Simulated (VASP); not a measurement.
Here is a VASP 6.6.1 calculation.

INCAR

```
ALGO = Normal
EDIFF = 1E-7
ENCUT = 520
GGA = PS
ISIF = 2
ISMEAR = 0
LASPH = True
LCHARG = False
LREAL = False
LWAVE = False
NBANDS = 29
NELM = 100
PREC = Accurate
SIGMA = 0.01
```

The input KPOINTS:

```
k-points
0
Gamma
  10 10 10
```

Contents of POSCAR:

```
Al2Ru
1.0
    0.0000000000      3.9633961846      4.3643388301
    2.3382215207      0.0000000000      4.3643388301
    2.3382215207      3.9633961846      0.0000000000
Al Ru
4 2
Direct
    0.0791175934      0.4208824066      0.0791175934
    0.4208824066      0.0791175934      0.4208824066
    0.1708824066      0.8291175934      0.1708824066
    0.8291175934      0.1708824066      0.8291175934
    0.7500000000      0.7500000000      0.7500000000
    0.5000000000      0.5000000000      0.5000000000
```

Potentials or basis: VASP PAW PBE potentials, release 64 (Al, Ru_pv).

The run is started by

```bash
$ cat potpaw_PBE.64/Al/POTCAR potpaw_PBE.64/Ru_pv/POTCAR > POTCAR
$ mpirun -np 1 vasp_std > vasp.out
```

Task: Predict the pressure.

Result: 3.1 GPa.

Task: Predict the largest force.

Result: 0.005 eV/Å.

Forces in eV/Å, atoms in the order of the input:
```
Al   0.000  0.005  0.000
Al   0.000 -0.005  0.000
Al   0.000 -0.005  0.000
Al   0.000  0.005  0.000
Ru   0.000  0.000  0.000
Ru   0.000  0.000  0.000
```

Caveat: the cell stands under pressure; the PAW data sets were made with another functional, which shifts forces and pressure a little.
